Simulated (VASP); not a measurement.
Write the native input for VASP 6.6.1 that does the following.

| Item | Value |
| --- | --- |
| Task | single point |
| Functional | PBEsol |
| Potentials or basis | VASP PAW PBE potentials, release 64 (Hf_pv, N) |
| Cutoff | 600 eV |
| k mesh | 22 × 22 × 22 |
| Occupations | gaussian, width 0.15 eV |
| Spin | no spin polarisation |
| Dipole correction | no |
| Further INCAR settings | ALGO = Normal; EDIFF = 1e-06; NBANDS = 14 |

The structure of HfN lies in POSCAR:

```
HfN
1.0
    0.0000000000      2.2507757579      2.2507757579
    2.2507757579      0.0000000000      2.2507757579
    2.2507757579      2.2507757579      0.0000000000
Hf N
1 1
Direct
    0.0000000000      0.0000000000      0.0000000000
    0.5000000000      0.5000000000      0.3115031819
```

This cell differs from its parent crystal: atom 2 (N) moved by (-0.600, +0.000) A along [1 1 0] and z.

One way to write it, as run:

INCAR

```
SYSTEM = HfN
PREC = Accurate
ENCUT = 600
EDIFF = 1E-6
ISMEAR = 0
SIGMA = 0.15
LREAL = .False.
LASPH = .True.
NELM = 120
ALGO = Normal
ISIF = 2
LWAVE = .False.
LCHARG = .False.
GGA = PS
NBANDS = 14
GGA_COMPAT = .False.
```

KPOINTS

```
Automatic mesh
0
Gamma
  22 22 22
  0 0 0
```

Potentials or basis: VASP PAW PBE potentials, release 64 (Hf_pv, N).

The run is started by

```sh
$ cat potpaw_PBE.64/Hf_pv/POTCAR potpaw_PBE.64/N/POTCAR > POTCAR
$ mpirun -np 1 vasp_std > vasp.out
```

It gave:

```
Pressure               : 43.9 GPa
Largest force          : 7.096 eV/Å
Band gap on the k mesh : zero (an odd number of electrons rules out a gap without spin polarisation)
```

Caveat: the cell differs from its parent crystal (atom 2 (N) moved by (-0.600, +0.000) A along [1 1 0] and z); the stress differs along the axes, from 3 to 65 GPa; the PAW data sets were made with another functional, which shifts forces and pressure a little; spin-orbit coupling is left out, which moves the levels of the heavy elements; an odd number of electrons without spin polarisation forces a metal; a magnetic or distorted state may lie lower.

It took 5 min on 1 thread of Intel(R) Xeon(R) Platinum 8488C (Sapphire Rapids), with other jobs on the host, peak memory 0.7 GiB.
